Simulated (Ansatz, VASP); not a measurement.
## TiB2 in VASP and in Ansatz

```
Ti B
1.0
     3.02920    0.00000    0.00000
    -1.51460    2.62336    0.00000
     0.00000    0.00000    3.22840
Ti B
1 2
Direct
  0.00000 0.00000 0.00000
  0.66667 0.33333 0.50000
  0.33333 0.66667 0.50000
```

Alike in both runs: functional PBE; k mesh 6 × 6 × 5; occupations fermi-dirac, width 0.05 eV; no spin polarisation.

|  | VASP | Ansatz |
| --- | --- | --- |
| version | VASP 6.6.1 | Ansatz 0.2.0 |
| potentials or method | VASP PAW PBE potentials, release 64 (Ti_sv, B) | Ansatz PAW |
| plane-wave cutoff (eV) | 520 | 420 |
| valence electrons in the cell | 18 | 18 |
| task | single point | projected density of states |

Ansatz gave:

```
gap on the k mesh at the Fermi level (eV)                     : none
pressure (GPa)                                                : 0.5
traceless stress, the component that is largest in VASP (GPa) : -2.22
```

Which values does VASP return?

gap on the k mesh at the Fermi level (eV): none; pressure (GPa): 0.7; traceless stress, the component that is largest in VASP (GPa): -2.20.

A gap of «none» marks a metal or a gap that the smearing closes. With one functional, cell and mesh, what is left measures potentials, basis and numerics.

The k mesh is coarse, so the values compare programs but aren't converged.
